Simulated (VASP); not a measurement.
# Sc (P6/mmm) in VASP: notebook

Runs on Sc. Level: PBE. Tasks: relaxation of shape and atoms at fixed volume.

Everything below comes from runs of VASP 6.6.1. Logs are shortened: lines on timing, memory, paths and dates and some standing lists are left out, and cuts for length are marked.

## 1. The cell of the first run

Symmetry: P6/mmm, No. 191, hexagonal system. The conventional cell has a = 2.401 Å, b = 2.401 Å, c = 2.285 Å, α = 90.00°, β = 90.00°, γ = 120.00°. Sc (site symmetry 6/mmm) has 8 Sc at 2.28 to 2.40 Å within 3.0 Å.

## 2. Relaxation of shape and atoms at fixed volume, PBE

INCAR reads:

```
ALGO = Normal
EDIFF = 1E-6
EDIFFG = -0.005
ENCUT = 600
GGA = PE
IBRION = 2
ISIF = 4
ISMEAR = -1
LASPH = True
LCHARG = False
LREAL = False
LWAVE = False
NELM = 80
NSW = 50
PREC = Accurate
SIGMA = 0.1
```

KPOINTS reads:

```
k-points
0
Gamma
  15 15 14
```

POSCAR reads:

```
Sc
1.0
    2.4010871322      0.0000000000      0.0000000000
   -1.2005435661      2.0794024532      0.0000000000
    0.0000000000      0.0000000000      2.2847091714
Sc
1
Direct
    0.0000000000      0.0000000000      0.0000000000
```

Potentials or basis: VASP PAW PBE potentials, release 64 (Sc_sv).

Run with:

```sh
> cat potpaw_PBE.64/Sc_sv/POTCAR > POTCAR
> mpirun -np 1 vasp_std > vasp.out
```

OUTCAR:

```text
EDIFF = 1E-6
   EDIFFG = -0.005
   ENCUT = 600
   GGA = PE
   IBRION = 2
   ISIF = 4
   ISMEAR = -1
   LASPH = True
   LREAL = False
   NELM = 80
   NSW = 50
   PREC = Accurate

 ion  position               nearest neighbor table
   1  0.000  0.000  0.000-

  LATTYP: Found a hexagonal cell.
 ALAT       =     2.4010871322
 C/A-ratio  =     0.9515311380

  Lattice vectors:

 A1 = (   2.4010871322,   0.0000000000,   0.0000000000)
 A2 = (  -1.2005435661,   2.0794024532,   0.0000000000)
 A3 = (   0.0000000000,   0.0000000000,   2.2847091714)

Analysis of symmetry for initial positions (statically):
=====================================================================
 Subroutine PRICEL returns:
 Original cell was already a primitive cell.

 Routine SETGRP: Setting up the symmetry group for a
 hexagonal supercell.

 Subroutine GETGRP returns: Found 24 space group operations
 (whereof 24 operations were pure point group operations)
 out of a pool of 24 trial point group operations.

The static configuration has the point symmetry D_6h.

Analysis of symmetry for dynamics (positions and initial velocities):
=====================================================================
 Subroutine PRICEL returns:
 Original cell was already a primitive cell.

 Routine SETGRP: Setting up the symmetry group for a
 hexagonal supercell.

 Subroutine GETGRP returns: Found 24 space group operations
 (whereof 24 operations were pure point group operations)
 out of a pool of 24 trial point group operations.

The dynamic configuration has the point symmetry D_6h.

 Subroutine INISYM returns: Found 24 space group operations
 (whereof 24 operations are pure point group operations),
 and found     1 'primitive' translations

----------------------------------------------------------------------------------------

                                     Primitive cell

  volume of cell :      11.4072

  direct lattice vectors                    reciprocal lattice vectors
     2.401087132  0.000000000  0.000000000     0.416478014  0.240453693  0.000000000
    -1.200543566  2.079402453  0.000000000     0.000000000  0.480907387  0.000000000
     0.000000000  0.000000000  2.284709171     0.000000000  0.000000000  0.437692470

  length of vectors
     2.401087132  2.401087132  2.284709171     0.480907387  0.480907387  0.437692470

  position of ions in fractional coordinates (direct lattice)
     0.000000000  0.000000000  0.000000000

  ion indices of the primitive-cell ions
   primitive index   ion index
                 1           1

----------------------------------------------------------------------------------------

 KPOINTS: k-points

Automatic generation of k-mesh.
 Grid dimensions read from file:
 generate k-points for:   15   15   14

 Generating k-lattice:

  Cartesian coordinates                     Fractional coordinates (reciprocal lattice)
     0.027765201  0.016030246  0.000000000     0.066666667  0.000000000  0.000000000
     0.000000000  0.032060492  0.000000000     0.000000000  0.066666667  0.000000000
     0.000000000  0.000000000  0.031263748     0.000000000  0.000000000  0.071428571

  Length of vectors
     0.032060492  0.032060492  0.031263748

  Shift w.r.t. Gamma in fractional coordinates (k-lattice)
     0.000000000  0.000000000  0.000000000

 Subroutine IBZKPT returns following result:
 ===========================================

 Found    216 irreducible k-points:

 Following reciprocal coordinates:
            Coordinates               Weight
  0.000000  0.000000  0.000000      1.000000
  0.066667  0.000000  0.000000      6.000000
  0.133333 -0.000000  0.000000      6.000000
  0.200000  0.000000  0.000000      6.000000
  0.266667 -0.000000  0.000000      6.000000
  0.333333  0.000000  0.000000      6.000000
[... 16 lines left out ...]
  0.333333  0.200000  0.000000     12.000000
  0.400000  0.200000  0.000000      6.000000
 [... further k-points ...]
   k-points           NKPTS =    216   k-points in BZ     NKDIM =    216   number of bands    NBANDS=      9
   number of dos      NEDOS =    301   number of ions     NIONS =      1
   total plane-waves  NPLWV =   7200
   dimension x,y,z NGX =    20 NGY =   20 NGZ =   18
   dimension x,y,z NGXF=    40 NGYF=   40 NGZF=   36
   ions per type =               1
   NGX,Y,Z   is equivalent  to a cutoff of  13.85, 13.85, 13.10 a.u.
   NGXF,Y,Z  is equivalent  to a cutoff of  27.70, 27.70, 26.20 a.u.
 SYSTEM =  unknown system
   PREC   = accura    normal or accurate (medium, high low for compatibility)
   ISTART =      0    job   : 0-new  1-cont  2-samecut
   ICHARG =      2    charge: 1-file 2-atom 10-const
   ISPIN  =      1    spin polarized calculation?
   LNONCOLLINEAR =      F non collinear calculations
   LSORBIT =      F    spin-orbit coupling
   LASPH  =      T    aspherical Exc in radial PAW
   ENCUT  =  600.0 eV  44.10 Ry    6.64 a.u.   4.80  4.80  4.56*2*pi/ulx,y,z
   NELM   =     80;   NELMIN=  2; NELMDL= -5     # of ELM steps
   EDIFF  = 0.1E-05   stopping-criterion for ELM
   LREAL  =      F    real-space projection
   EDIFFG = -.5E-02   stopping-criterion for IOM
   NSW    =     50    number of steps for IOM
   IBRION =      2    ionic relax: 0-MD 1-quasi-New 2-CG
   NFREE  =      1    steps in history (QN), initial steepest desc. (CG)
   ISIF   =      4    stress and relaxation
   ISYM   =      2    0-nonsym 1-usesym 2-fastsym
   POTIM  = 0.5000    time-step for ionic-motion
   TEBEG  =    0.0;   TEEND  =   0.0 temperature during run
   PSTRESS=    0.0 pullay stress
   NELECT =      11.0000    total number of electrons
   NUPDOWN=      -1.0000    fix difference up-down
   EMIN   =  10.00;   EMAX   =-10.00  energy-range for DOS
   EFERMI =   0.00;   METHOD = LEGACY
   ISMEAR =    -1;   SIGMA  =   0.10  broadening in eV -4-tet -1-fermi 0-gaus
   EFERMI_NEDOS =   21; number of points for ismear=-14 and -15
   IALGO  =     38    algorithm
   IMIX   =      4    mixing-type and parameters
     AMIX     =   0.40;   BMIX     =  1.00
     AMIX_MAG =   1.60;   BMIX_MAG =  1.00
  volume/ion in A,a.u.               =      11.41        76.98
  Fermi-wavevector in a.u.,A,eV,Ry     =   1.617384  3.056413 35.591921  2.615932
  Thomas-Fermi vector in A             =   2.711818
   LORBIT       =      0    0 simple, 1 ext, 2 COOP (PROOUT), +10 PAW based schemes
   GGA     = PE    functional components
   LHFCALC =     F    Hartree Fock is set to
   AEXX    =    0.0000 exact exchange contribution
   IVDW    =     0    specifies the selected vdW correction
   LEPSILON=     F    determine dielectric tensor
   LRPA    =     F    only Hartree local field effects (RPA)
 conjugate gradient relaxation of ions
 non-spin polarized calculation
  energy-cutoff  :      600.00
  volume of cell :       11.41
 maximum number of plane-waves:       399
 NGX is ok and might be reduce to    20
   NGX =  9   NGY =  9   NGZ =  9

--------------------------------------- Ionic step        1  -------------------------------------------

 number of electron      11.0000000 magnetization

 Free energy of the ion-electron system (eV)
  ---------------------------------------------------
  ext. energy  EPLUGINS =         0.00000000
  ---------------------------------------------------
  free energy    TOTEN  =        -2.92746185 eV

  energy without entropy =       -2.89178268  energy(sigma->0) =       -2.90962227

------------------------ aborting loop because EDIFF is reached ----------------------------------------

  FORCE on cell =-STRESS in cart. coord.  units (eV):
  Direction    XX          YY          ZZ          XY          YZ          ZX
  --------------------------------------------------------------------------------------
  -------------------------------------------------------------------------------------
  Total        8.5962191      8.5962191      8.2782222      0.0000000      0.0000000      0.0000000
  in kB     1207.3707801   1207.3707802   1162.7069407      0.0000000      0.0000000      0.0000000
  external PRESSURE =    1192.4828337 kB  Pullay stress =       0.0000000 kB
[... 86 lines left out ...]
  FREE ENERGIE OF THE ION-ELECTRON SYSTEM (eV)
  ---------------------------------------------------
  free  energy   TOTEN  =        -2.9287932267 eV

  energy  without entropy=       -2.8941713255  energy(sigma->0) =       -2.91148228

[... ionic steps 4 to 13 ...]

--------------------------------------- Ionic step       14  -------------------------------------------

 number of electron      11.0000000 magnetization

------------------------ aborting loop because EDIFF is reached ----------------------------------------

  FORCE on cell =-STRESS in cart. coord.  units (eV):
  Direction    XX          YY          ZZ          XY          YZ          ZX
  --------------------------------------------------------------------------------------
  -------------------------------------------------------------------------------------
  Total        8.5027849      8.5027849      8.4916974      0.0000000      0.0000000     -0.0000000
  in kB     1194.2475997   1194.2475999   1192.6903278      0.0000000      0.0000000     -0.0000000
  external PRESSURE =    1193.7285091 kB  Pullay stress =       0.0000000 kB
[... 55 lines left out ...]
  energy  without entropy=       -2.8941460700  energy(sigma->0) =       -2.91146973

--------------------------------------- Ionic step       16  -------------------------------------------

 number of electron      11.0000000 magnetization

 Free energy of the ion-electron system (eV)
  ---------------------------------------------------
  ext. energy  EPLUGINS =         0.00000000
  ---------------------------------------------------
  free energy    TOTEN  =        -2.92879322 eV

  energy without entropy =       -2.89416619  energy(sigma->0) =       -2.91147970

 E-fermi :   9.4836     XC(G=0): -13.4879

 val. band max:        9.4832574163   @ k =   0.2667   0.2000   0.0000
 cond. band min:       9.4911541332   @ k =   0.2667   0.1333   0.1429
 fundamental gap:      0.0078967169
 Fermi energy:         9.4836454483

 k-point     1 :       0.0000    0.0000    0.0000
  band No.  band energies     occupation
      1     -39.6784      2.00000
      2     -15.7561      2.00000
      3     -15.7377      2.00000
      4     -15.7377      2.00000
      5       4.9436      2.00000
      6       7.6641      2.00000
      7      11.7669      0.00000
      8      11.7669      0.00000
      9      18.0894      0.00000
[... 265 lines left out ...]
 k-point    24 :       0.4000    0.2000    0.0000
  band No.  band energies     occupation
      1     -38.4748      2.00000
      2     -19.3460      2.00000
      3     -17.6343      2.00000
      4     -15.2121      2.00000
      5       8.2599      1.99999
      6      10.0831      0.00497
      7      12.0618      0.00000
      8      14.4029      0.00000
      9      16.2027      0.00000

 [... further k-points ...]
[... 5 lines left out ...]
  --------------------------------------------------------------------------------------
  -------------------------------------------------------------------------------------
  Total        8.4985601      8.4985601      8.5012127      0.0000000      0.0000000     -0.0000000
  in kB     1193.6542101   1193.6542103   1194.0267755      0.0000000      0.0000000     -0.0000000
  external PRESSURE =    1193.7783986 kB  Pullay stress =       0.0000000 kB
[... 16 lines left out ...]
  FREE ENERGIE OF THE ION-ELECTRON SYSTEM (eV)
  ---------------------------------------------------
  free  energy   TOTEN  =        -2.9287932233 eV

  energy  without entropy=       -2.8941661864  energy(sigma->0) =       -2.91147970

 reached required accuracy - stopping structural energy minimisation
```

Run time: 76 s. Hardware: 1 thread of Intel Xeon Platinum 8259CL at 2.50GHz (Skylake/Cascade Lake), shared host; peak memory 0.15 GiB.

What came out:

| Quantity | Value |
| --- | --- |
| Free energy | -2.9288 eV |
| Energy gained by relaxing | 1.3 meV/atom |
| Ionic steps | 16 |
| Pressure after relaxing | 119.4 GPa |

The path:
| step | energy change (eV) | largest force (eV/Å) | pressure (GPa) | volume (Å³) |
| --- | --- | --- | --- | --- |
| 1 | 0.0000 | 0.0000 | 119.25 | 11.41 |
| 2 | -0.0012 | 0.0000 | 119.41 | 11.41 |
| 3 | -0.0013 | 0.0000 | 119.39 | 11.41 |
| 4 | -0.0013 | 0.0000 | 119.37 | 11.41 |
| 5 | -0.0013 | 0.0000 | 119.37 | 11.41 |
| 6 | -0.0013 | 0.0000 | 119.37 | 11.41 |
| 7 | -0.0013 | 0.0000 | 119.37 | 11.41 |
| 8 | -0.0013 | 0.0000 | 119.37 | 11.41 |
| 9 | -0.0013 | 0.0000 | 119.37 | 11.41 |
| 10 | -0.0013 | 0.0000 | 119.37 | 11.41 |
| 11 | -0.0013 | 0.0000 | 119.37 | 11.41 |
| 12 | -0.0013 | 0.0000 | 119.37 | 11.41 |
| 13 | -0.0013 | 0.0000 | 119.37 | 11.41 |
| 14 | -0.0013 | 0.0000 | 119.37 | 11.41 |
| 15 | -0.0013 | 0.0000 | 119.37 | 11.41 |
| 16 | -0.0013 | 0.0000 | 119.38 | 11.41 |

Final structure:
```
CELL_PARAMETERS angstrom
2.41083 0.00000 0.00000
-1.20541 2.08784 0.00000
0.00000 0.00000 2.26628
ATOMIC_POSITIONS crystal
Sc 0.00000 0.00000 0.00000
```

## 3. Relaxation of shape and atoms at fixed volume, PBE

This run uses another cell than the first one, of 15.21 Å³/atom, 1.333 times its volume.

INCAR reads:

```
PREC     = Accurate       # precision mode
ENCUT    = 600            # plane-wave cutoff, eV
EDIFF    = 1E-7           # SCF threshold, eV
ISMEAR   = -1             # smearing method
SIGMA    = 0.1            # smearing width, eV
LREAL    = False          # projectors in reciprocal space
LASPH    = True           # aspherical terms in the spheres
NELM     = 80             # most SCF steps
ALGO     = Normal         # electronic algorithm
ISIF     = 4              # what is computed and relaxed
LWAVE    = False          # write WAVECAR
LCHARG   = False          # write CHGCAR
GGA      = PE             # functional
IBRION   = 2              # ionic algorithm
NSW      = 50             # ionic steps
EDIFFG   = -0.005         # ionic threshold
```

KPOINTS reads:

```
regular mesh
0
Gamma
  15 15 14
```

POSCAR reads:

```
Sc
1.0
    2.6427383430      0.0000000000      0.0000000000
   -1.3213691714      2.2886785406      0.0000000000
    0.0000000000      0.0000000000      2.5146478230
Sc
1
Direct
    0.0000000000      0.0000000000      0.0000000000
```

Potentials or basis: VASP PAW PBE potentials, release 64 (Sc_sv).

Run with:

```sh
> cat potpaw_PBE.64/Sc_sv/POTCAR > POTCAR
> mpirun -np 1 vasp_std > vasp.out
```

OUTCAR:

```text
PREC = Accurate
   ENCUT = 600
   EDIFF = 1E-7
   ISMEAR = -1
   LREAL = False
   LASPH = True
   NELM = 80
   ISIF = 4
   GGA = PE
   IBRION = 2
   NSW = 50
   EDIFFG = -0.005

 ion  position               nearest neighbor table
   1  0.000  0.000  0.000-

  LATTYP: Found a hexagonal cell.
 ALAT       =     2.6427383430
 C/A-ratio  =     0.9515311380

  Lattice vectors:

 A1 = (   2.6427383430,   0.0000000000,   0.0000000000)
 A2 = (  -1.3213691714,   2.2886785406,   0.0000000000)
 A3 = (   0.0000000000,   0.0000000000,   2.5146478230)

Analysis of symmetry for initial positions (statically):
=====================================================================
 Subroutine PRICEL returns:
 Original cell was already a primitive cell.

 Routine SETGRP: Setting up the symmetry group for a
 hexagonal supercell.

 Subroutine GETGRP returns: Found 24 space group operations
 (whereof 24 operations were pure point group operations)
 out of a pool of 24 trial point group operations.

[... 167 lines left out ...]
  --------------------------------------------------------------------------------------
  -------------------------------------------------------------------------------------
  Total        4.7918351      4.7918351      4.1529292      0.0000000      0.0000000      0.0000000
  in kB      504.7732265    504.7732265    437.4706994      0.0000000      0.0000000      0.0000000
  external PRESSURE =     482.3390508 kB  Pullay stress =       0.0000000 kB
[... 57 lines left out ...]
--------------------------------------- Ionic step        3  -------------------------------------------

 number of electron      10.9999998 magnetization

 Free energy of the ion-electron system (eV)
  ---------------------------------------------------
  ext. energy  EPLUGINS =         0.00000000
  ---------------------------------------------------
  free energy    TOTEN  =        -4.78412639 eV

  energy without entropy =       -4.73423119  energy(sigma->0) =       -4.75917879

 E-fermi :   6.9823     XC(G=0): -11.9853

 val. band max:        6.9797685701   @ k =   0.2667  -0.0000   0.1429
 cond. band min:       6.9832803500   @ k =   0.4000   0.0667   0.0000
 fundamental gap:      0.0035117800
 Fermi energy:         6.9822982840

 k-point     1 :       0.0000    0.0000    0.0000
  band No.  band energies     occupation
      1     -41.8275      2.00000
      2     -19.3595      2.00000
      3     -19.3595      2.00000
      4     -19.2743      2.00000
      5       1.6494      2.00000
      6       5.9537      1.99993
      7       9.0784      0.00000
      8       9.0784      0.00000
      9      13.6494      0.00000
[... 265 lines left out ...]
 k-point    24 :       0.4000    0.2000    0.0000
  band No.  band energies     occupation
      1     -41.3769      2.00000
      2     -21.0516      2.00000
      3     -20.2277      2.00000
      4     -19.0431      2.00000
      5       5.7539      1.99999
      6       7.2904      0.08780
      7       7.9593      0.00011
      8      11.2388      0.00000
      9      12.4323      0.00000

 [... further k-points ...]
[... 5 lines left out ...]
  --------------------------------------------------------------------------------------
  -------------------------------------------------------------------------------------
  Total        4.6115183      4.6115183      4.6123115      0.0000000      0.0000000     -0.0000000
  in kB      485.7786085    485.7786085    485.8621629      0.0000000      0.0000000     -0.0000000
  external PRESSURE =     485.8064599 kB  Pullay stress =       0.0000000 kB
[... 16 lines left out ...]
  FREE ENERGIE OF THE ION-ELECTRON SYSTEM (eV)
  ---------------------------------------------------
  free  energy   TOTEN  =        -4.7841263930 eV

  energy  without entropy=       -4.7342311943  energy(sigma->0) =       -4.75917879

 reached required accuracy - stopping structural energy minimisation
```

It took 42 s on 1 thread of Intel Xeon Platinum 8259CL at 2.50GHz (Skylake/Cascade Lake), shared host; peak memory 0.16 GiB.

What came out:

```yaml
Free_energy: -4.7841 eV
Energy_gained_by_relaxing: 6.2 meV/atom
Ionic_steps: 3
Pressure_after_relaxing: 48.6 GPa
```

Step by step:
```
step  energy change (eV)  largest force (eV/Å)  pressure (GPa)  volume (Å³)
   1              0.0000                0.0000           48.23        15.21
   2             -0.0062                0.0000           48.61        15.21
   3             -0.0062                0.0000           48.58        15.21
```

Final structure:
```
CELL_PARAMETERS angstrom
2.66848 0.00000 0.00000
-1.33424 2.31097 0.00000
0.00000 0.00000 2.46637
ATOMIC_POSITIONS crystal
Sc 0.00000 0.00000 0.00000
```

Levels at points of the mesh, in eV from the Fermi level:
```csv
k point,band 4,band 5,band 6,band 7,band 8,band 9
"(0.00, 0.00, 0.00)",-26.26,-5.33,-1.03,2.10,2.10,6.67
"(0.00, 0.00, 0.50)",-26.11,-1.01,0.89,3.02,3.02,3.67
```
